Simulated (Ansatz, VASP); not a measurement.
# One calculation of P, two programs

File INCAR:

```
ALGO = Normal
EDIFF = 1E-6
ENCUT = 520
GGA = PS
ISIF = 2
ISMEAR = -1
LASPH = True
LCHARG = False
LREAL = False
LWAVE = False
NBANDS = 12
NELM = 100
PREC = Accurate
SIGMA = 0.05
```

KPOINTS

```
k-points
0
Gamma
  8 8 8
```

The input POSCAR:

```
P
1.0
    1.7429824298      1.0063113751      3.1296800121
   -1.7429824298      1.0063113751      3.1296800121
    0.0000000000     -2.0126227500      3.1296800121
P
2
Direct
    0.7729197500      0.7729197500      0.7729197500
    0.2270802500      0.2270802500      0.2270802500
```

input.yaml

```yaml
crystal:
  lattice:
    - [1.7429824298, 1.0063113751, 3.1296800121]
    - [-1.7429824298, 1.0063113751, 3.1296800121]
    - [0.0, -2.01262275, 3.1296800121]
  atoms:
    - { symbol: P, position: [0.77291975, 0.77291975, 0.77291975] }
    - { symbol: P, position: [0.22708025, 0.22708025, 0.22708025] }
hamiltonian:
  xc: pbesol
  pseudopotentials: { kind: paw }
kpoints:
  mp_grid: { grid: [8, 8, 8] }
  band_path:
    path:
      - [[0.0, 0.0, 0.0], [0.5, 0.0, 0.0], [0.5, 0.2355911679, -0.2355911679]]
      - [[0.7644088321, 0.5, 0.2355911679], [0.5, 0.5, 0.5], [0.0, 0.0, 0.0], [0.367795584, 0.0, -0.367795584]]
      - [[0.632204416, 0.367795584, 0.0], [0.5, 0.5, 0.0], [0.632204416, 0.632204416, 0.2355911679], [0.5, 0.5, 0.5]]
      - [[0.5, 0.0, 0.0], [0.7644088321, 0.367795584, 0.367795584]]
    npoints: 14
scf:
  occupations: { method: fermi_dirac, width: 0.05 }
  n_extra_bands: 6
output:
  forces: true
  stress: true
  eigenvalues: true
  fatbands: true
  write_density: true
  write_potential: true
  elf: true
  volumetric_format: npy
```

Alike in both runs: functional PBEsol; k mesh 8 × 8 × 8; occupations fermi-dirac, width 0.05 eV; no spin polarisation.

|  | VASP | Ansatz |
| --- | --- | --- |
| version | VASP 6.6.1 | Ansatz 0.2.0 |
| potentials or method | VASP PAW PBE potentials, release 64 (P) | Ansatz PAW |
| plane-wave cutoff (eV) | 520 | 420 |
| valence electrons in the cell | 10 | 10 |
| task | single point | band structure |

Ansatz gave:

```
gap on the k mesh at the Fermi level (eV)                     : none
pressure (GPa)                                                : -3.3
traceless stress, the component that is largest in VASP (GPa) : -0.20
rms of the force components (eV/Å)                            : 0.065
```

What did VASP give for the same quantities?

gap on the k mesh at the Fermi level (eV): none; pressure (GPa): -3.3; traceless stress, the component that is largest in VASP (GPa): -0.06; rms of the force components (eV/Å): 0.049.

VASP's potentials were made for PBE, not for PBEsol. Atom by atom the forces differ by 0.016 eV/Å (rms over components). A gap of «none» marks a metal or a gap that the smearing closes.
